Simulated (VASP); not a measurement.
**HfGe (zincblende type): single point with LDA**

HfGe (zincblende type):

```xyz
2
Lattice="0.0000 2.9791 2.9791 2.9791 0.0000 2.9791 2.9791 2.9791 0.0000" Properties=species:S:1:pos:R:3 pbc="T T T"
Hf    0.0000    0.0000    0.0000
Ge    1.4895    1.4895    1.4895
```

| Item | Value |
| --- | --- |
| Program | VASP 6.6.1 |
| Task | single point |
| Functional | LDA |
| Potentials or basis | VASP PAW LDA potentials, release 64 (Hf_pv, Ge_d) |
| Cutoff | 520 eV |
| k mesh | 11 × 11 × 11 |
| Occupations | fermi-dirac, width 0.05 eV |
| Spin | no spin polarisation |

* Pressure: -0.1 GPa
* Band gap on the k mesh: 0.08 eV, direct

Levels at points of the mesh, in eV from the valence-band top:
| k point | band 10 | band 11 | band 12 | band 13 | band 14 | band 15 |
| --- | --- | --- | --- | --- | --- | --- |
| (0.00, 0.00, 0.00) | -1.37 | -1.37 | -1.37 | 1.77 | 1.77 | 3.56 |

It took 17 s on 1 thread of Intel(R) Xeon(R) 6975P-C (Granite Rapids) (shared host), peak memory 0.19 GiB.

Caveat: spin-orbit coupling is left out, which moves the levels of the heavy elements. A k mesh can miss the band edges.
